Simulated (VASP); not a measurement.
# SnS7 (Fm-3m) in VASP: further runs

SnS7 is run at these levels: PBE; tasks: single point.

Everything below comes from runs of VASP 6.6.1. Logs are shortened: lines on timing, memory, paths and dates and some standing lists are left out, and cuts for length are marked.

### Step 1. The cell of the first run

It takes space group Fm-3m (No. 225, cubic). Conventional cell: a = 9.571 Å, b = 9.571 Å, c = 9.571 Å, α = 90.00°, β = 90.00°, γ = 90.00°. Sn (site symmetry m-3m) has 6 S at 2.85 Å within 3.8 Å. Within 2.6 Å of S (site symmetry 4mm) lie 1 S at 1.94 Å. S (site symmetry m-3m) has 6 S at 1.94 Å within 2.6 Å.

### Step 2. Single point, PBE

File INCAR:

```
SYSTEM = SnS7
ALGO = Normal
EDIFF = 1E-6
ENCUT = 520
GGA = PE
ISIF = 2
ISMEAR = 0
LASPH = .TRUE.
LCHARG = .FALSE.
LREAL = .FALSE.
LWAVE = .FALSE.
NBANDS = 38
NELM = 100
PREC = Accurate
SIGMA = 0.1
```

File KPOINTS:

```
k-points
0
G
  4 4 4
  0 0 0
```

File POSCAR:

```
SnS7
1.0
    0.0000000000      4.7854478700      4.7854478700
    4.7854478700      0.0000000000      4.7854478700
    4.7854478700      4.7854478700      0.0000000000
Sn S
1 7
Direct
    0.5000000000      0.5000000000      0.5000000000
    0.2022977900      0.7977022100      0.7977022100
    0.7977022100      0.2022977900      0.2022977900
    0.7977022100      0.2022977900      0.7977022100
    0.2022977900      0.7977022100      0.2022977900
    0.7977022100      0.7977022100      0.2022977900
    0.2022977900      0.2022977900      0.7977022100
    0.0000000000      0.0000000000      0.0000000000
```

Potentials or basis: VASP PAW PBE potentials, release 64 (Sn_d, S).

The run is started by

```
$ cat potpaw_PBE.64/Sn_d/POTCAR potpaw_PBE.64/S/POTCAR > POTCAR
$ mpirun -np 1 vasp_std > vasp.out
```

OUTCAR:

```text
SYSTEM = SnS7
   EDIFF = 1E-6
   ENCUT = 520
   GGA = PE
   ISIF = 2
   ISMEAR = 0
   LASPH = .TRUE.
   LREAL = .FALSE.
   NELM = 100
   PREC = Accurate

 ion  position               nearest neighbor table
   1  0.500  0.500  0.500-   2 2.85   3 2.85   4 2.85   5 2.85   6 2.85   7 2.85
   2  0.202  0.798  0.798-   8 1.94   5 2.74   6 2.74   7 2.74   4 2.74   1 2.85
   3  0.798  0.202  0.202-   8 1.94   5 2.74   6 2.74   7 2.74   4 2.74   1 2.85
   4  0.798  0.202  0.798-   8 1.94   3 2.74   6 2.74   7 2.74   2 2.74   1 2.85
   5  0.202  0.798  0.202-   8 1.94   3 2.74   6 2.74   7 2.74   2 2.74   1 2.85
   6  0.798  0.798  0.202-   8 1.94   3 2.74   4 2.74   5 2.74   2 2.74   1 2.85
   7  0.202  0.202  0.798-   8 1.94   3 2.74   4 2.74   5 2.74   2 2.74   1 2.85
   8  0.000  0.000  0.000-   2 1.94   3 1.94   4 1.94   5 1.94   6 1.94   7 1.94

  LATTYP: Found a face centered cubic cell.
 ALAT       =     9.5708957400

  Lattice vectors:

 A1 = (   0.0000000000,   4.7854478700,   4.7854478700)
 A2 = (   4.7854478700,   0.0000000000,   4.7854478700)
 A3 = (   4.7854478700,   4.7854478700,   0.0000000000)

Analysis of symmetry for initial positions (statically):
=====================================================================
 Subroutine PRICEL returns:
 Original cell was already a primitive cell.

 Routine SETGRP: Setting up the symmetry group for a
 face centered cubic supercell.

 Subroutine GETGRP returns: Found 48 space group operations
 (whereof 48 operations were pure point group operations)
 out of a pool of 48 trial point group operations.

The static configuration has the point symmetry O_h .

Analysis of symmetry for dynamics (positions and initial velocities):
=====================================================================
 Subroutine PRICEL returns:
 Original cell was already a primitive cell.

 Routine SETGRP: Setting up the symmetry group for a
 face centered cubic supercell.

 Subroutine GETGRP returns: Found 48 space group operations
 (whereof 48 operations were pure point group operations)
 out of a pool of 48 trial point group operations.

The dynamic configuration has the point symmetry O_h .

 Subroutine INISYM returns: Found 48 space group operations
 (whereof 48 operations are pure point group operations),
 and found     1 'primitive' translations

----------------------------------------------------------------------------------------

                                     Primitive cell

  volume of cell :     219.1784

  direct lattice vectors                    reciprocal lattice vectors
[... 91 lines left out ...]
   TEBEG  =    0.0;   TEEND  =   0.0 temperature during run
   PSTRESS=    0.0 pullay stress
   NELECT =      56.0000    total number of electrons
   NUPDOWN=      -1.0000    fix difference up-down
   EMIN   =  10.00;   EMAX   =-10.00  energy-range for DOS
   EFERMI =   0.00;   METHOD = LEGACY
   ISMEAR =     0;   SIGMA  =   0.10  broadening in eV -4-tet -1-fermi 0-gaus
   EFERMI_NEDOS =   21; number of points for ismear=-14 and -15
   IALGO  =     38    algorithm
   IMIX   =      4    mixing-type and parameters
     AMIX     =   0.40;   BMIX     =  1.00
     AMIX_MAG =   1.60;   BMIX_MAG =  1.00
  volume/ion in A,a.u.               =      27.40       184.89
  Fermi-wavevector in a.u.,A,eV,Ry     =   1.038815  1.963076 14.682548  1.079137
  Thomas-Fermi vector in A             =   2.173317
   LORBIT       =      0    0 simple, 1 ext, 2 COOP (PROOUT), +10 PAW based schemes
   GGA     = PE    functional components
   LHFCALC =     F    Hartree Fock is set to
   AEXX    =    0.0000 exact exchange contribution
   IVDW    =     0    specifies the selected vdW correction
   LEPSILON=     F    determine dielectric tensor
   LRPA    =     F    only Hartree local field effects (RPA)
 non-spin polarized calculation
 Gauss-broadening in eV      SIGMA  =   0.10
  energy-cutoff  :      520.00
  volume of cell :      219.18
 maximum number of plane-waves:      5961
   NGX = 25   NGY = 25   NGZ = 25

 number of electron      55.9999989 magnetization

 Free energy of the ion-electron system (eV)
  ---------------------------------------------------
  ext. energy  EPLUGINS =         0.00000000
  ---------------------------------------------------
  free energy    TOTEN  =       -22.93407621 eV

  energy without entropy =      -22.87956178  energy(sigma->0) =      -22.90681900

 E-fermi :   2.7292     XC(G=0):  -7.9841

 val. band max:        2.6527581161   @ k =   0.5000   0.2500   0.0000
 cond. band min:       2.7469242702   @ k =   0.5000   0.2500   0.0000
 fundamental gap:      0.0941661541
 Fermi energy:         2.7292241743

 k-point     1 :       0.0000    0.0000    0.0000
  band No.  band energies     occupation
      1     -19.4827      2.00000
      2     -19.4827      2.00000
      3     -19.4472      2.00000
      4     -19.4472      2.00000
      5     -19.4472      2.00000
      6     -18.3151      2.00000
[... 317 lines left out ...]
     37       8.4292      0.00000
     38       9.5642      0.00000

------------------------ aborting loop because EDIFF is reached ----------------------------------------

  FORCE on cell =-STRESS in cart. coord.  units (eV):
  Direction    XX          YY          ZZ          XY          YZ          ZX
  --------------------------------------------------------------------------------------
  -------------------------------------------------------------------------------------
  Total       16.1333402     16.1333402     16.1333402      0.0000000      0.0000000      0.0000000
  in kB      117.9334788    117.9334788    117.9334788      0.0000000      0.0000000      0.0000000
  external PRESSURE =     117.9334788 kB  Pullay stress =       0.0000000 kB

 VOLUME and BASIS-vectors are now :
 -----------------------------------------------------------------------------
  energy-cutoff  :      520.00
  volume of cell :      219.18
      direct lattice vectors                 reciprocal lattice vectors
     0.000000000  4.785447870  4.785447870    -0.104483428  0.104483428  0.104483428
     4.785447870  0.000000000  4.785447870     0.104483428 -0.104483428  0.104483428
     4.785447870  4.785447870  0.000000000     0.104483428  0.104483428 -0.104483428

 POSITION                                       TOTAL-FORCE (eV/Angst)
 -----------------------------------------------------------------------------------
      4.78545      4.78545      4.78545         0.000000      0.000000      0.000000
      7.63472      4.78545      4.78545        -4.344443      0.000000      0.000000
      1.93617      4.78545      4.78545         4.344443      0.000000      0.000000
      4.78545      7.63472      4.78545         0.000000     -4.344443      0.000000
      4.78545      1.93617      4.78545         0.000000      4.344443      0.000000
      4.78545      4.78545      7.63472         0.000000      0.000000     -4.344443
      4.78545      4.78545      1.93617         0.000000      0.000000      4.344443
      0.00000      0.00000      0.00000         0.000000      0.000000      0.000000
 -----------------------------------------------------------------------------------
    total drift:                               -0.000000     -0.000000     -0.000000

  FREE ENERGIE OF THE ION-ELECTRON SYSTEM (eV)
  ---------------------------------------------------
  free  energy   TOTEN  =       -22.9340762094 eV

  energy  without entropy=      -22.8795617837  energy(sigma->0) =      -22.90681900
```

OSZICAR:

```text
N       E                     dE             d eps       ncg     rms          rms(c)
DAV:   1     0.495022818631E+03    0.49502E+03   -0.23922E+04   608   0.142E+03
DAV:   2     0.460738420589E+02   -0.44895E+03   -0.43134E+03   688   0.331E+02
DAV:   3    -0.205360198335E+02   -0.66610E+02   -0.64873E+02   752   0.134E+02
DAV:   4    -0.237544102541E+02   -0.32184E+01   -0.31628E+01   728   0.315E+01
DAV:   5    -0.238698451776E+02   -0.11543E+00   -0.11521E+00   880   0.601E+00    0.376E+01
DAV:   6    -0.230023440471E+02    0.86750E+00   -0.15775E+00   914   0.636E+00    0.221E+01
DAV:   7    -0.229813538969E+02    0.20990E-01   -0.10266E+00   760   0.353E+00    0.552E+00
DAV:   8    -0.229333888460E+02    0.47965E-01   -0.28662E-01   758   0.225E+00    0.225E+00
DAV:   9    -0.229345522201E+02   -0.11634E-02   -0.18878E-02   728   0.522E-01    0.139E+00
DAV:  10    -0.229340776159E+02    0.47460E-03   -0.18389E-03   710   0.187E-01    0.617E-01
DAV:  11    -0.229340740726E+02    0.35433E-05   -0.81317E-04   802   0.123E-01    0.738E-02
DAV:  12    -0.229340719784E+02    0.20942E-05   -0.96388E-05   748   0.515E-02    0.394E-02
DAV:  13    -0.229340757465E+02   -0.37680E-05   -0.12427E-05   744   0.187E-02    0.131E-02
DAV:  14    -0.229340762094E+02   -0.46291E-06   -0.18245E-06   516   0.657E-03
   1 F= -.22934076E+02 E0= -.22906819E+02  d E =-.545144E-01
```

stdout:

```text
POSCAR found type information on POSCAR SnS
 POSCAR found :  2 types and       8 ions
 scaLAPACK will be used
 LDA part: xc-table for (Slater+PW92), standard interpolation
 POSCAR, INCAR and KPOINTS ok, starting setup
 FFT: planning ... GRIDC
 FFT: planning ... GRID_SOFT
 FFT: planning ... GRID
 WAVECAR not read
 entering main loop
```

Wall time 2 min (1 thread of AMD EPYC 7R43 (Zen 3), shared host); peak memory 0.31 GiB.

Results:

```
Free energy            : -22.9341 eV
Pressure               : 11.8 GPa
Largest force          : 4.344 eV/Å
Band gap on the k mesh : zero (band 28 reaches 3.42 eV, above the bottom of band 29 at 2.52 eV)
```

Forces in eV/Å, atoms in the order of the input:
```
Sn   0.000  0.000  0.000
S   -4.344  0.000  0.000
S    4.344  0.000  0.000
S    0.000 -4.344  0.000
S    0.000  4.344  0.000
S    0.000  0.000 -4.344
S    0.000  0.000  4.344
S    0.000  0.000  0.000
```

Caveat: spin-orbit coupling is left out, which moves the levels of the heavy elements; forces of over 1 eV/Å act on the atoms, so gaps and moduli don't describe the material at rest.

### Step 3. Single point, PBE

This run uses another cell than the first one, of 27.96 Å³/atom, 1.020 times its volume.

File INCAR:

```
SYSTEM = SnS7
ALGO = Normal
EDIFF = 1E-7
ENCUT = 520
GGA = PE
ISIF = 2
ISMEAR = 0
LASPH = .True.
LCHARG = .False.
LREAL = .False.
LWAVE = .False.
NBANDS = 38
NELM = 100
PREC = Accurate
SIGMA = 0.1
```

File KPOINTS:

```
k-points
0
Gamma
  4 4 4
  0 0 0
```

File POSCAR:

```
SnS7
1.0
    0.0000000000      4.8178777735      4.8178777735
    4.8178777735      0.0000000000      4.8178777735
    4.8178777735      4.8178777735      0.0000000000
Sn S
1 7
Direct
    0.5000000000      0.5000000000      0.5000000000
    0.2297438499      0.7702561501      0.7702561501
    0.7702561501      0.2297438499      0.2297438499
    0.7702561501      0.2297438499      0.7702561501
    0.2297438499      0.7702561501      0.2297438499
    0.7702561501      0.7702561501      0.2297438499
    0.2297438499      0.2297438499      0.7702561501
    0.0000000000      0.0000000000      0.0000000000
```

Potentials or basis: VASP PAW PBE potentials, release 64 (Sn_d, S).

The run is started by

```
$ cat potpaw_PBE.64/Sn_d/POTCAR potpaw_PBE.64/S/POTCAR > POTCAR
$ mpirun -np 1 vasp_std > vasp.out
```

Wall time 2.4 min (1 thread of AMD EPYC 7R43 (Zen 3), shared host); peak memory 0.35 GiB.

It converged, with:

```yaml
Free_energy: -25.5482 eV
Pressure: 0.2 GPa
Largest_force: 0.005 eV/Å
Band_gap_on_the_k_mesh: zero (band 28 reaches 2.48 eV, above the bottom of band 29 at 1.61 eV)
```

Forces on the atoms (eV/Å):
```
Sn   0.000  0.000  0.000
S    0.005  0.000  0.000
S   -0.005  0.000  0.000
S    0.000  0.005  0.000
S    0.000 -0.005  0.000
S    0.000  0.000  0.005
S    0.000  0.000 -0.005
S    0.000  0.000  0.000
```

Levels at points of the mesh, in eV from the Fermi level:
```tsv
k point	band 24	band 25	band 26	band 27	band 28	band 29	band 30	band 31
(0.00, 0.00, 0.00)	-0.67	-0.51	-0.51	-0.51	0.81	0.81	0.81	1.29
(0.50, 0.00, 0.00)	-1.33	-1.17	-0.20	-0.20	-0.17	0.19	0.19	0.34
(0.50, 0.50, 0.00)	-0.82	-0.52	-0.52	-0.51	-0.51	0.14	0.80	1.68
```

Caveat: spin-orbit coupling is left out, which moves the levels of the heavy elements.
